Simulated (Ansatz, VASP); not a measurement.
# Li2ZrO2: VASP beside Ansatz

```
Li Zr O
1.0
     3.07426    0.00000    0.00000
    -1.53713    2.66239    0.00000
     0.00000    0.00000    5.92231
Li Zr O
2 1 2
Direct
  0.66667 0.33333 0.37274
  0.33333 0.66667 0.62726
  0.00000 0.00000 0.00000
  0.33333 0.66667 0.26803
  0.66667 0.33333 0.73197
```

Change from the starting cell: species swapped into the Li2MnO2 type (P-3m1, No. 164).

Alike in both runs: functional PBE; k mesh 6 × 6 × 4; occupations gaussian, width 0.1 eV; no spin polarisation.

Ansatz relaxed the structure, and its values are those at the end. VASP's run is a single point on that final structure, the one shown.

```csv
,VASP,Ansatz
version,VASP 6.6.1,Ansatz 0.2.0
potentials or method,"VASP PAW PBE potentials, release 64 (Li_sv, Zr_sv, O), cutoff 520 eV","scalar-relativistic, plane waves, PAW"
valence electrons in the cell,30,30
```

|  | VASP | Ansatz | Ansatz less VASP |
| --- | --- | --- | --- |
| gap on the k mesh at the Fermi level (eV) | none | none | - |
| rms of the force components (eV/Å) | 0.011 | 0.002 | -0.0091 |

A gap of «none» marks a metal or a gap that the smearing closes.

The k mesh is coarse, so the values compare programs but aren't converged. Noted on VASP's run: the cutoff is short for stress, so the pressure is rough.
